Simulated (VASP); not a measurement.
Crystal: HfZr2Se4.

```
Zr Hf Se
1.0
     7.21000   -1.89000    0.00000
     7.21000    1.89000    0.00000
    -2.97364    0.00000    5.83609
Zr Hf Se
2 1 4
Cartesian
  2.9188 0.0000 1.4882
  8.5275 0.0000 4.3479
  0.0000 0.0000 0.0000
  5.1741 0.0000 0.1751
  6.2723 0.0000 5.6610
  0.3833 0.0000 2.6438
  11.0630 0.0000 3.1923
```

This cell differs from its parent crystal: atoms taken out.

```yaml
Program: VASP 6.6.1
Task: relaxation of cell and atoms
Functional: PBE
Potentials_or_basis: VASP PAW PBE potentials, release 64 (Zr_sv, Hf_pv, Se)
Cutoff: 600 eV
k_mesh: 3 × 3 × 2
Occupations: gaussian, width 0.15 eV
Spin: no spin polarisation
```

At the start: pressure 2.4 GPa; volume 22.72 Å³/atom.

Question: How do energy, volume and symmetry change on relaxing?

Answer: Over 22 steps the energy falls by 101.3 meV/atom and the volume is 22.67 Å³/atom (-0.2 %); space group C2/m (No. 12, to 0.1 Å) before and after.

The path:
| step | energy change (eV) | largest force (eV/Å) | pressure (GPa) | volume (Å³) |
| --- | --- | --- | --- | --- |
| 1 | 0.0000 | 2.1348 | 2.40 | 159.06 |
| 2 | -0.3750 | 0.5590 | -3.57 | 167.00 |
| 3 | -0.3750 | 0.5629 | -3.51 | 166.89 |
| 4 | -0.5223 | 0.5708 | 1.36 | 158.03 |
| 5 | -0.5284 | 0.4570 | 0.46 | 159.42 |
| 6 | -0.5720 | 0.3913 | 0.17 | 159.25 |
| 7 | -0.5868 | 0.3625 | -0.04 | 159.06 |
| 8 | -0.6199 | 0.2121 | -0.17 | 158.76 |
| 9 | -0.6240 | 0.1830 | -0.21 | 158.60 |
| 10 | -0.6361 | 0.1311 | 0.43 | 157.72 |
| 11 | -0.6367 | 0.1829 | 0.61 | 157.47 |
| 12 | -0.6446 | 0.1768 | -0.25 | 158.89 |
| 13 | -0.6448 | 0.1793 | -0.46 | 159.24 |
| 14 | -0.6527 | 0.1641 | -0.38 | 159.20 |
| 15 | -0.6624 | 0.1899 | -0.11 | 159.06 |
| 16 | -0.6734 | 0.1617 | 0.11 | 158.63 |
| 17 | -0.6820 | 0.1822 | 0.60 | 157.79 |
| 18 | -0.6891 | 0.1873 | 0.07 | 158.54 |
| 19 | -0.6914 | 0.1917 | -0.45 | 159.28 |
| 20 | -0.6994 | 0.1506 | -0.21 | 158.93 |
| 21 | -0.7048 | 0.1767 | 0.20 | 158.36 |
| 22 | -0.7090 | 0.0644 | -0.05 | 158.72 |

Final structure:
```cif
data_structure
_symmetry_space_group_name_H-M 'P 1'
_symmetry_Int_Tables_number 1
_cell_length_a 7.4419
_cell_length_b 7.4419
_cell_length_c 6.7453
_cell_angle_alpha 116.277
_cell_angle_beta 116.277
_cell_angle_gamma 28.530
_cell_volume 158.72
loop_
_atom_site_label
_atom_site_type_symbol
_atom_site_fract_x
_atom_site_fract_y
_atom_site_fract_z
_atom_site_occupancy
Zr1 Zr 0.25481 0.25481 0.30404 1
Zr2 Zr 0.74519 0.74519 0.69596 1
Hf1 Hf 0.00000 0.00000 0.00000 1
Se1 Se 0.36731 0.36731 0.03380 1
Se2 Se 0.63269 0.63269 0.96620 1
Se3 Se 0.10488 0.10488 0.44251 1
Se4 Se 0.89512 0.89512 0.55749 1
```

Caveat: the k points lie up to 0.59 Å⁻¹ apart in the final cell; the cell differs from its parent crystal (atoms taken out); the relaxation stopped at a loose force limit of 0.08 eV/Å, so its end isn't a converged minimum.
